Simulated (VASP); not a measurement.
Here is a VASP 6.6.1 calculation.

File INCAR:

```
SYSTEM = Pt
ALGO = Normal
EDIFF = 1E-6
ENCUT = 570
GGA_COMPAT = .FALSE.
ISIF = 2
ISMEAR = -1
LASPH = .TRUE.
LCHARG = .FALSE.
LREAL = .FALSE.
LWAVE = .FALSE.
NBANDS = 25
NELM = 120
PREC = Accurate
SIGMA = 0.1
```

KPOINTS

```
k-points
0
G
  11 11 6
  0 0 0
```

File POSCAR:

```
Pt
1.0
    2.7193953507      0.0000000000      0.0000000000
   -1.3596976753      2.3550654566      0.0000000000
    0.0000000000      0.0000000000      4.6434050993
Pt
2
Direct
    0.6666666667      0.3333333333      0.7500000000
    0.3333333333      0.6666666667      0.2500000000
```

Potentials or basis: VASP PAW LDA potentials, release 64 (Pt_sv_GW).

The run is started by

```console
$ cat potpaw_LDA.64/Pt_sv_GW/POTCAR > POTCAR
$ mpirun -np 1 vasp_std > vasp.out
```

Question: What does it give for the band gap on the k mesh?

Answer: Zero (bands 18 and 19 overlap by 1.30 eV).

Question: Predict the pressure.

Answer: -0.4 GPa.

Stress tensor (GPa, compression positive):
```
-0.25  0.00  0.00
 0.00 -0.25  0.00
 0.00  0.00 -0.57
```

Caveat: spin-orbit coupling is left out, which moves the levels of the heavy elements.
